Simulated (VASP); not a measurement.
A run of VASP 6.6.1 is set up as follows.

Contents of INCAR:

```
PREC = Accurate ; ENCUT = 600
EDIFF = 1E-6 ; ISMEAR = -1
SIGMA = 0.05 ; LREAL = F
LASPH = T ; NELM = 150
ALGO = Normal ; ISIF = 3
LWAVE = F ; LCHARG = F
ISPIN = 2 ; MAGMOM = 1
LORBIT = 11 ; LMAXMIX = 4
GGA = PE ; IBRION = 2
NSW = 80 ; EDIFFG = -0.01
```

Contents of KPOINTS:

```
Automatic mesh
0
Gamma
  13 13 13
```

POSCAR

```
Nb
1.0
   -1.6502000000      1.6502000000      1.6502000000
    1.6502000000     -1.6502000000      1.6502000000
    1.6502000000      1.6502000000     -1.6502000000
Nb
1
Direct
    0.0000000000      0.0000000000      0.0000000000
```

Potentials or basis: VASP PAW PBE potentials, release 64 (Nb_sv).

Launch:

```sh
$ cat potpaw_PBE.64/Nb_sv/POTCAR > POTCAR
$ mpirun -np 1 vasp_std > vasp.out
```

Estimate the net moment.

0.00 μB per cell.

What does it give for the relaxed cell?

a = 2.862 Å, b = 2.862 Å, c = 2.862 Å, α = 109.47°, β = 109.47°, γ = 109.47°.

Predict the relaxed volume.

18.05 Å³/atom.

The path:
| step | energy change (eV) | largest force (eV/Å) | pressure (GPa) | volume (Å³) |
| --- | --- | --- | --- | --- |
| 1 | 0.0000 | 0.0000 | 0.72 | 17.98 |
| 2 | 0.0004 | 0.0000 | -1.26 | 18.19 |
| 3 | -0.0002 | 0.0000 | 0.00 | 18.05 |

PBE usually gives volumes a little too large and moduli too small. Zero-point motion and thermal expansion aren't in these numbers.
